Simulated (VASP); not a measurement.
# MnHg (Pm-3m) in VASP: notebook, part 2 of 2

VASP 6.6.1. Earlier steps stand in the parts before.

## Step 3: Single point, PBE, collinear spin, zero start

INCAR reads:

```
SYSTEM = MnHg
PREC = Accurate
ENCUT = 520
EDIFF = 1E-6
ISMEAR = -1
SIGMA = 0.05
LREAL = .False.
LASPH = .True.
NELM = 150
ALGO = Normal
ISIF = 2
LWAVE = .False.
LCHARG = .False.
ISPIN = 2
MAGMOM = 0 0
LORBIT = 11
NUPDOWN = 0.0
LMAXMIX = 4
GGA = PE
NBANDS = 24
```

KPOINTS reads:

```
Automatic mesh
0
Gamma
  7 7 7
  0 0 0
```

POSCAR reads:

```
MnHg
1.0
    3.3150000000      0.0000000000      0.0000000000
    0.0000000000      3.3150000000      0.0000000000
    0.0000000000      0.0000000000      3.3150000000
Hg Mn
1 1
Direct
    0.0000000000      0.0000000000      0.0000000000
    0.5000000000      0.5000000000      0.5000000000
```

Potentials or basis: VASP PAW PBE potentials, release 64 (Hg, Mn_pv).

Started as:

```sh
$ cat potpaw_PBE.64/Hg/POTCAR potpaw_PBE.64/Mn_pv/POTCAR > POTCAR
$ mpirun -np 1 vasp_std > vasp.out
```

It took 32 s on 1 thread of Intel Xeon Platinum 8488C (Sapphire Rapids), shared host; peak memory 0.19 GiB.

The run converged. Its results:

* Free energy: -7.0469 eV
* Pressure: -14.4 GPa
* Net moment: 0.00 μB per cell
* Valence electrons inside the program's atomic spheres: Hg 10.52; Mn 11.45

Caveat: the total moment is fixed, so each spin has its own Fermi level.

## Step 4: Single point, PBE, collinear spin, ferromagnetic start

INCAR reads:

```
SYSTEM = MnHg
PREC     = Accurate       ! precision mode
ENCUT    = 520            ! plane-wave cutoff, eV
EDIFF    = 1E-6           ! SCF threshold, eV
ISMEAR   = -1             ! smearing method
SIGMA    = 0.05           ! smearing width, eV
LREAL    = .FALSE.        ! projectors in reciprocal space
LASPH    = .TRUE.         ! aspherical terms in the spheres
NELM     = 150            ! most SCF steps
ALGO     = Normal         ! electronic algorithm
ISIF     = 2              ! what is computed and relaxed
LWAVE    = .FALSE.        ! write WAVECAR
LCHARG   = .TRUE.         ! write CHGCAR
ISPIN    = 2              ! spin polarisation
MAGMOM   = 0 1            ! initial moments
LORBIT   = 11             ! projections on sites
NUPDOWN  = 1.0            ! fixed moment
LMAXMIX  = 4              ! l up to which the mixer works
GGA      = PE             ! functional
LELF     = .TRUE.         ! ELF
LVHAR    = .TRUE.       
NBANDS   = 24             ! bands
```

KPOINTS reads:

```
regular mesh
0
G
  7 7 7
  0 0 0
```

POSCAR is that of step 3.

Started as:

```sh
$ cat potpaw_PBE.64/Hg/POTCAR potpaw_PBE.64/Mn_pv/POTCAR > POTCAR
$ mpirun -np 1 vasp_std > vasp.out
```

It took 27 s on 1 thread of Intel Xeon Platinum 8488C (Sapphire Rapids), shared host; peak memory 0.18 GiB.

It converged, with:

```yaml
Free_energy: -7.2532 eV
Pressure: -12.1 GPa
Net_moment: 1.00 μB per cell
Site_moments: Hg -0.07; Mn +1.13 μB
Valence_electrons_inside_the_program's_atomic_spheres: Hg 10.53; Mn 11.45
```

Caveat: the total moment is fixed, so each spin has its own Fermi level.

## Step 5: Single point, PBE, collinear spin, ferromagnetic start

INCAR reads:

```
SYSTEM = MnHg
ALGO     = Normal         ! electronic algorithm
EDIFF    = 1E-7           ! SCF threshold, eV
ENCUT    = 520            ! plane-wave cutoff, eV
GGA      = PE             ! functional
ISIF     = 2              ! what is computed and relaxed
ISMEAR   = -1             ! smearing method
ISPIN    = 2              ! spin polarisation
LASPH    = .TRUE.         ! aspherical terms in the spheres
LCHARG   = .FALSE.        ! write CHGCAR
LMAXMIX  = 4              ! l up to which the mixer works
LORBIT   = 11             ! projections on sites
LREAL    = .FALSE.        ! projectors in reciprocal space
LWAVE    = .FALSE.        ! write WAVECAR
MAGMOM   = 0 2            ! initial moments
NBANDS   = 24             ! bands
NELM     = 150            ! most SCF steps
NUPDOWN  = 2.0            ! fixed moment
PREC     = Accurate       ! precision mode
SIGMA    = 0.05           ! smearing width, eV
```

KPOINTS reads:

```
k-points
0
G
  7 7 7
  0 0 0
```

POSCAR is that of step 4.

Started as:

```sh
$ cat potpaw_PBE.64/Hg/POTCAR potpaw_PBE.64/Mn_pv/POTCAR > POTCAR
$ mpirun -np 1 vasp_std > vasp.out
```

Wall time 32 s (1 thread of Intel Xeon Platinum 8488C (Sapphire Rapids), shared host); peak memory 0.19 GiB.

Results (log left out):

| Property | Result |
| --- | --- |
| Free energy | -7.7417 eV |
| Pressure | -9.5 GPa |
| Net moment | 2.00 μB per cell |
| Site moments | Hg -0.11; Mn +2.19 μB |
| Valence electrons inside the program's atomic spheres | Hg 10.54; Mn 11.44 |

Caveat: the total moment is fixed, so each spin has its own Fermi level.

## Step 6: Overview

| level | potentials or basis | spin | fixed moment (μB) | k mesh | smearing | pressure (GPa) | moment (μB) |
| --- | --- | --- | --- | --- | --- | --- | --- |
| LDA | VASP PAW LDA potentials, release 64 (Hg, Mn_pv) | collinear, ferromagnetic start | - | 8 × 8 × 8 | gaussian 0.02 eV | -9.7 | 3.72 |
| PBE | VASP PAW PBE potentials, release 64 (Hg, Mn_pv) | collinear, zero start | 0.0 | 7 × 7 × 7 | fermi-dirac 0.05 eV | -14.4 | 0.00 |
| PBE | VASP PAW PBE potentials, release 64 (Hg, Mn_pv) | collinear, ferromagnetic start | 1.0 | 7 × 7 × 7 | fermi-dirac 0.05 eV | -12.1 | 1.00 |
| PBE | VASP PAW PBE potentials, release 64 (Hg, Mn_pv) | collinear, ferromagnetic start | 2.0 | 7 × 7 × 7 | fermi-dirac 0.05 eV | -9.5 | 2.00 |

Alike in all rows: task single point; cell as given; cutoff (eV) 520.

Caveats: the total moment is fixed, so each spin has its own Fermi level (some runs).

Total energies depend on the potentials used, so only differences within one code and one set of settings carry meaning.
